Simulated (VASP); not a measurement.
Runs of VASP 6.6.1 on SrTiO3. The structure is that of space group Pm-3m (No. 221), or close to it. The cells are those of the table. 

```tsv
task	level	cell	k mesh	cutoff (eV)	smearing	grid for exact exchange (PRECFOCK)	share of exact exchange	screening parameter	gap on the mesh (eV)	pressure (GPa)
single point	PBEsol	a = 3.886 Å, 5 atoms	8 × 8 × 8	520	gaussian 0.01 eV	-	-	-	1.83	1.4
single point	PBEsol	a = 3.888 Å, 5 atoms	6 × 6 × 6	520	gaussian 0.1 eV	-	-	-	1.82	1.1
single point	HSE06	a = 3.891 Å, 5 atoms	4 × 4 × 4	520	gaussian 0.01 eV	Fast	0.25	0.2079 1/Å	(a)	1.2
single point	PBEsol	a = 3.886 Å, 5 atoms	8 × 8 × 8	520	gaussian 0.02 eV	-	-	-	1.83	1.4
relaxation of cell and atoms	PBEsol	relaxed to 0.72 GPa from a = 3.888 Å, 5 atoms	8 × 8 × 8	600	gaussian 0.01 eV	-	-	-	1.82	0.7
relaxation of cell and atoms	PBEsol	relaxed to 0.72 GPa from a = 3.905 Å, 5 atoms	6 × 6 × 6	600	gaussian 0.1 eV	-	-	-	1.82	0.7
```

Alike in all rows: potentials or basis VASP PAW PBE potentials, release 64 (Sr_sv, Ti_sv, O); no spin polarisation.

**Question.** Estimate the missing entries.

**Answer.** (a) 3.31.

Caveats: the PAW data sets were made with another functional, which shifts forces and pressure a little; the cell is relaxed towards a set pressure, so the run minimises the enthalpy, not the energy (at least some runs).

A k mesh can miss the band edges, and the runs leave out spin-orbit coupling on Sr.
